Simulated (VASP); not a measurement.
# InP (F-43m) in VASP: settings compared

Aim: see how the results for InP move with the level of theory and the settings. Levels: HF, HSE06. Tasks: single point.

Everything below comes from runs of VASP 6.6.1. Logs are shortened: lines on timing, memory, paths and dates and some standing lists are left out, and cuts for length are marked.

### 1 The cell of the first run

Symmetry: F-43m, No. 216, cubic system. Conventional cell: a = 5.908 Å, b = 5.908 Å, c = 5.908 Å, α = 90.00°, β = 90.00°, γ = 90.00°. Within 3.4 Å of In (site symmetry -43m) lie 4 P at 2.56 Å. Within 3.4 Å of P (site symmetry -43m) lie 4 In at 2.56 Å.

### 2 Single point, HF

Input file POSCAR:

```
InP
1.0
    0.0000000000      2.9537876370      2.9537876370
    2.9537876370      0.0000000000      2.9537876370
    2.9537876370      2.9537876370      0.0000000000
In P
1 1
Direct
    0.0000000000      0.0000000000      0.0000000000
    0.2500000000      0.2500000000      0.2500000000
```

Input file INCAR.step1:

```
SYSTEM = InP
PREC = Accurate
ENCUT = 520
EDIFF = 1E-5
ISMEAR = 0
SIGMA = 0.01
LREAL = .FALSE.
LASPH = .TRUE.
NELM = 80
ALGO = Normal
ISIF = 2
LWAVE = .TRUE.
NBANDS = 16
GGA = PE
```

Input file INCAR.step2:

```
SYSTEM = InP
PREC = Accurate
ENCUT = 520
EDIFF = 1E-6
ISMEAR = 0
SIGMA = 0.01
LREAL = .FALSE.
LASPH = .TRUE.
NELM = 80
ALGO = Normal
ISIF = 2
LWAVE = .FALSE.
LCHARG = .TRUE.
GGA = PE
LHFCALC = .TRUE.
AEXX = 1.0
ALDAC = 0.0
AGGAC = 0.0
PRECFOCK = Normal
LELF = .TRUE.
LVHAR = .TRUE.
NBANDS = 16
ISTART = 1
```

Input file KPOINTS:

```
regular mesh
0
G
  6 6 6
  0 0 0
```

Potentials or basis: VASP PAW PBE potentials, release 64 (In_d, P).

Started as:

```bash
$ cat potpaw_PBE.64/In_d/POTCAR potpaw_PBE.64/P/POTCAR > POTCAR
$ cp INCAR.step1 INCAR
$ mpirun -np 1 vasp_std > vasp.out
$ cp INCAR.step2 INCAR
$ mpirun -np 1 vasp_std > vasp.out
```

OUTCAR:

```text
SYSTEM = InP
   PREC = Accurate
   ENCUT = 520
   EDIFF = 1E-6
   ISMEAR = 0
   LREAL = .FALSE.
   LASPH = .TRUE.
   NELM = 80
   ISIF = 2
   GGA = PE
   LHFCALC = .TRUE.
   AEXX = 1.0
   PRECFOCK = Normal
   ISTART = 1

 ion  position               nearest neighbor table
   1  0.000  0.000  0.000-   2 2.56   2 2.56   2 2.56   2 2.56
   2  0.250  0.250  0.250-   1 2.56   1 2.56   1 2.56   1 2.56

  LATTYP: Found a face centered cubic cell.
 ALAT       =     5.9075752740

  Lattice vectors:

 A1 = (   0.0000000000,   2.9537876370,   2.9537876370)
 A2 = (   2.9537876370,   0.0000000000,   2.9537876370)
 A3 = (   2.9537876370,   2.9537876370,   0.0000000000)

Analysis of symmetry for initial positions (statically):
=====================================================================
 Subroutine PRICEL returns:
 Original cell was already a primitive cell.

 Routine SETGRP: Setting up the symmetry group for a
 face centered cubic supercell.

 Subroutine GETGRP returns: Found 24 space group operations
 (whereof 24 operations were pure point group operations)
 out of a pool of 48 trial point group operations.

The static configuration has the point symmetry T_d .

Analysis of symmetry for dynamics (positions and initial velocities):
=====================================================================
 Subroutine PRICEL returns:
 Original cell was already a primitive cell.

 Routine SETGRP: Setting up the symmetry group for a
 face centered cubic supercell.

 Subroutine GETGRP returns: Found 24 space group operations
 (whereof 24 operations were pure point group operations)
 out of a pool of 48 trial point group operations.

The dynamic configuration has the point symmetry T_d .

 Subroutine INISYM returns: Found 24 space group operations
 (whereof 24 operations are pure point group operations),
 and found     1 'primitive' translations

----------------------------------------------------------------------------------------

                                     Primitive cell

  volume of cell :      51.5428

  direct lattice vectors                    reciprocal lattice vectors
     0.000000000  2.953787637  2.953787637    -0.169274187  0.169274187  0.169274187
     2.953787637  0.000000000  2.953787637     0.169274187 -0.169274187  0.169274187
     2.953787637  2.953787637  0.000000000     0.169274187  0.169274187 -0.169274187

  length of vectors
[... 80 lines left out ...]
   ISYM   =      3    0-nonsym 1-usesym 2-fastsym
   POTIM  = 0.5000    time-step for ionic-motion
   TEBEG  =    0.0;   TEEND  =   0.0 temperature during run
   PSTRESS=    0.0 pullay stress
   NELECT =      18.0000    total number of electrons
   NUPDOWN=      -1.0000    fix difference up-down
   EMIN   =  10.00;   EMAX   =-10.00  energy-range for DOS
   EFERMI =   0.00;   METHOD = LEGACY
   ISMEAR =     0;   SIGMA  =   0.01  broadening in eV -4-tet -1-fermi 0-gaus
   EFERMI_NEDOS =   21; number of points for ismear=-14 and -15
   IALGO  =     38    algorithm
   IMIX   =      1    mixing-type and parameters
     AMIX     =   0.40;   BMIX     =  1.00
     AMIX_MAG =   1.60;   BMIX_MAG =  1.00
  volume/ion in A,a.u.               =      25.77       173.91
  Fermi-wavevector in a.u.,A,eV,Ry     =   1.152860  2.178589 18.083301  1.329085
  Thomas-Fermi vector in A             =   2.289508
   LORBIT       =      0    0 simple, 1 ext, 2 COOP (PROOUT), +10 PAW based schemes
   GGA     = PE    functional components
   LHFCALC =     T    Hartree Fock is set to
   PRECFOCK=normal    Normal, Fast or Accurate (Low or Medium for compatibility)
   ENCUT4O =  -1.0   cutoff for four orbital integrals eV
   NKREDX  =     1    reduce k-point grid by
   NKREDY  =     1    reduce k-point grid by
   NKREDZ  =     1    reduce k-point grid by
   AEXX    =    1.0000 exact exchange contribution
   HFSCREEN=    0.0000 screening length (either q_TF or 0.3 A-1)
   HFSCREENC=   0.0000 screening length for correlation (either q_TF or 0.3 A-1)
   ENCUTFOCK=  -1.0 apply spherical cutoff to Coloumb kernel
   IVDW    =     0    specifies the selected vdW correction
   LEPSILON=     F    determine dielectric tensor
   LRPA    =     F    only Hartree local field effects (RPA)
 non-spin polarized calculation
 Gauss-broadening in eV      SIGMA  =   0.01
  energy-cutoff  :      520.00
  volume of cell :       51.54
 maximum number of plane-waves:      1411
  NGX = 24; NGY = 24; NGZ = 24

 number of electron      18.0000009 magnetization

 Free energy of the ion-electron system (eV)
  ---------------------------------------------------
  ext. energy  EPLUGINS =         0.00000000
  ---------------------------------------------------
  free energy    TOTEN  =       -16.24859235 eV

  energy without entropy =      -16.24859235  energy(sigma->0) =      -16.24859235

 E-fermi :   3.0240     XC(G=0):   0.0000

 val. band max:        2.9285713629   @ k =   0.0000   0.0000   0.0000
 cond. band min:       9.9660162671   @ k =   0.0000   0.0000   0.0000
 fundamental gap:      7.0374449042
 Fermi energy:         3.0240269019

 k-point     1 :       0.0000    0.0000    0.0000
  band No.  band energies     occupation
      1     -17.8338      2.00000
      2     -17.8338      2.00000
      3     -17.8338      2.00000
      4     -17.6434      2.00000
      5     -17.6434      2.00000
      6     -13.2718      2.00000
[... 281 lines left out ...]
      3     -17.7338      2.00000
      4     -17.6725      2.00000
      5     -17.6275      2.00000
      6     -10.1573      2.00000
[... 8 lines left out ...]
     15      22.4551      0.00000
     16      22.8263      0.00000

------------------------ aborting loop because EDIFF is reached ----------------------------------------

  FORCE on cell =-STRESS in cart. coord.  units (eV):
  Direction    XX          YY          ZZ          XY          YZ          ZX
  --------------------------------------------------------------------------------------
  -------------------------------------------------------------------------------------
  Total        0.7796086      0.7796086      0.7796086      0.0000000     -0.0000000      0.0000000
  in kB       24.2336830     24.2336830     24.2336830      0.0000000     -0.0000000      0.0000000
  external PRESSURE =      24.2336830 kB  Pullay stress =       0.0000000 kB

 VOLUME and BASIS-vectors are now :
 -----------------------------------------------------------------------------
  energy-cutoff  :      520.00
  volume of cell :       51.54
      direct lattice vectors                 reciprocal lattice vectors
     0.000000000  2.953787637  2.953787637    -0.169274187  0.169274187  0.169274187
     2.953787637  0.000000000  2.953787637     0.169274187 -0.169274187  0.169274187
     2.953787637  2.953787637  0.000000000     0.169274187  0.169274187 -0.169274187

 POSITION                                       TOTAL-FORCE (eV/Angst)
 -----------------------------------------------------------------------------------
      0.00000      0.00000      0.00000         0.000000      0.000000      0.000000
      1.47689      1.47689      1.47689        -0.000000     -0.000000     -0.000000
 -----------------------------------------------------------------------------------
    total drift:                                0.000035      0.000028      0.000020

  FREE ENERGIE OF THE ION-ELECTRON SYSTEM (eV)
  ---------------------------------------------------
  free  energy   TOTEN  =       -16.2485923478 eV

  energy  without entropy=      -16.2485923478  energy(sigma->0) =      -16.24859235
```

OSZICAR.step1:

```text
N       E                     dE             d eps       ncg     rms          rms(c)
DAV:   1     0.114325843331E+03    0.11433E+03   -0.84043E+03   520   0.123E+03
DAV:   2    -0.889466126624E+00   -0.11522E+03   -0.10941E+03   544   0.306E+02
DAV:   3    -0.859475107612E+01   -0.77053E+01   -0.76666E+01   688   0.771E+01
DAV:   4    -0.879582858049E+01   -0.20108E+00   -0.20101E+00   656   0.133E+01
DAV:   5    -0.880493026495E+01   -0.91017E-02   -0.91014E-02   736   0.247E+00    0.548E+00
DAV:   6    -0.841459219993E+01    0.39034E+00   -0.61784E-01   816   0.125E+01    0.328E+00
DAV:   7    -0.838720043240E+01    0.27392E-01   -0.15792E-01   720   0.309E+00    0.123E+00
DAV:   8    -0.838781915751E+01   -0.61873E-03   -0.15353E-02   648   0.145E+00    0.301E-01
DAV:   9    -0.838846499053E+01   -0.64583E-03   -0.13192E-03   616   0.388E-01    0.148E-01
DAV:  10    -0.838861936846E+01   -0.15438E-03   -0.23897E-04   752   0.198E-01    0.917E-02
DAV:  11    -0.838869815442E+01   -0.78786E-04   -0.13436E-04   568   0.102E-01    0.435E-02
DAV:  12    -0.838869730627E+01    0.84816E-06   -0.72972E-06   472   0.239E-02
   1 F= -.83886973E+01 E0= -.83886973E+01  d E =-.329521E-26
```

It took 1.8 h on 1 thread of Oxide Virtual Turin-like, shared host; peak memory 0.17 GiB.

Results:

```yaml
Free_energy: -16.2486 eV
Pressure: 2.4 GPa
Band_gap_on_the_k_mesh: 7.04 eV
```

Caveat: the PAW data sets were made with another functional, which shifts forces and pressure a little; spin-orbit coupling is left out, which moves the levels of the heavy elements.

### 3 Single point, HSE06, non-collinear spin, zero start, spin-orbit coupling

POSCAR is that of step 2.

Input file INCAR.step1:

```
SYSTEM = InP
  ALGO = Normal
  EDIFF = 1E-5
  ENCUT = 520
  GGA = PE
  GGA_COMPAT = .FALSE.
  ISIF = 2
  ISMEAR = -1
  LASPH = .TRUE.
  LORBIT = 11
  LORBMOM = .TRUE.
  LREAL = .FALSE.
  LSORBIT = .TRUE.
  LWAVE = .TRUE.
  MAGMOM = 0 0 0 0 0 0
  NBANDS = 30
  NELM = 150
  PREC = Accurate
  SIGMA = 0.02
```

Input file INCAR.step2:

```
SYSTEM = InP
  ALGO = Normal
  EDIFF = 1E-7
  ENCUT = 520
  GGA = PE
  GGA_COMPAT = .FALSE.
  HFSCREEN = 0.2079
  ISIF = 2
  ISMEAR = -1
  ISTART = 1
  LASPH = .TRUE.
  LCHARG = .TRUE.
  LHFCALC = .TRUE.
  LORBIT = 11
  LORBMOM = .TRUE.
  LREAL = .FALSE.
  LSORBIT = .TRUE.
  LVHAR = .TRUE.
  LWAVE = .FALSE.
  MAGMOM = 0 0 0 0 0 0
  NBANDS = 30
  NELM = 150
  PREC = Accurate
  PRECFOCK = Normal
  SIGMA = 0.02
```

Input file KPOINTS:

```
k-points
0
G
  4 4 4
  0 0 0
```

Potentials or basis: VASP PAW PBE potentials, release 64 (In_d, P).

Started as:

```bash
$ cat potpaw_PBE.64/In_d/POTCAR potpaw_PBE.64/P/POTCAR > POTCAR
$ cp INCAR.step1 INCAR
$ mpirun -np 1 vasp_ncl > vasp.out
$ cp INCAR.step2 INCAR
$ mpirun -np 1 vasp_ncl > vasp.out
```

Run time: 36 min. Hardware: 1 thread of Oxide Virtual Turin-like, shared host; peak memory 0.39 GiB.

The run converged. Its results:

```
Free energy                                           : -9.9350 eV
Pressure                                              : -0.3 GPa
Net moment                                            : 0.00 μB per cell
Valence electrons inside the program's atomic spheres : In 11.51; P 2.53
```

Moments on the atoms (μB; x, y, z):
```
In  0.00 0.00 0.00
P   0.00 0.00 0.00
```

Caveat: the k points lie up to 0.46 Å⁻¹ apart; the PAW data sets were made with another functional, which shifts forces and pressure a little.
